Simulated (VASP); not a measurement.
Runs of VASP 6.6.1 on ZnSn2N2. The structure is that of space group P6/mmm (No. 191), or close to it. The cells are those of the table. The cell was generated, and may not be a known phase.

| task | cell | k mesh | cutoff (eV) | gap on the mesh (eV) | pressure (GPa) | relaxed volume (Å³/atom) |
| --- | --- | --- | --- | --- | --- | --- |
| relaxation of cell and atoms | relaxed from a = 4.707, b = 4.707, c = 4.522 Å, angles 90.0, 90.0, 120.0°, 5 atoms | 12 × 12 × 8 | 600 | none | 0.0 | 17.35 |
| relaxation of cell and atoms | relaxed from a = 4.289, b = 4.289, c = 6.275 Å, angles 90.0, 90.0, 120.0°, 5 atoms | 6 × 6 × 4 | 600 | none | 0.2 | 17.30 |
| single point | a = 4.707, b = 4.707, c = 4.522 Å, angles 90.0, 90.0, 120.0°, 5 atoms | 6 × 6 × 4 | 520 | none | (a) | - |
| single point | a = 4.656, b = 4.656, c = 4.624 Å, angles 90.0, 90.0, 120.0°, 5 atoms | 12 × 12 × 8 | 520 | none | 0.0 | - |
| single point | a = 4.289, b = 4.289, c = 6.275 Å, angles 90.0, 90.0, 120.0°, 5 atoms | 6 × 6 × 4 | 520 | none | 2.4 | - |

Alike in all rows: level PBE; potentials or basis VASP PAW PBE potentials, release 64 (Zn, Sn_d, N); no spin polarisation; smearing gaussian 0.1 eV.

Task: Fill in the values left out.

Result: (a) 0.1.

Caveats: spin-orbit coupling is left out, which moves the levels of the heavy elements; a cell axis changed by over 15 % at a fixed basis, so the end point is rough (at least some runs); the stress differs along the axes, from -15 to 11 GPa (at least some runs).

A k mesh can miss the band edges, and the runs leave out spin-orbit coupling on Sn.

A gap of «none» marks levels without a gap at the run's occupations.
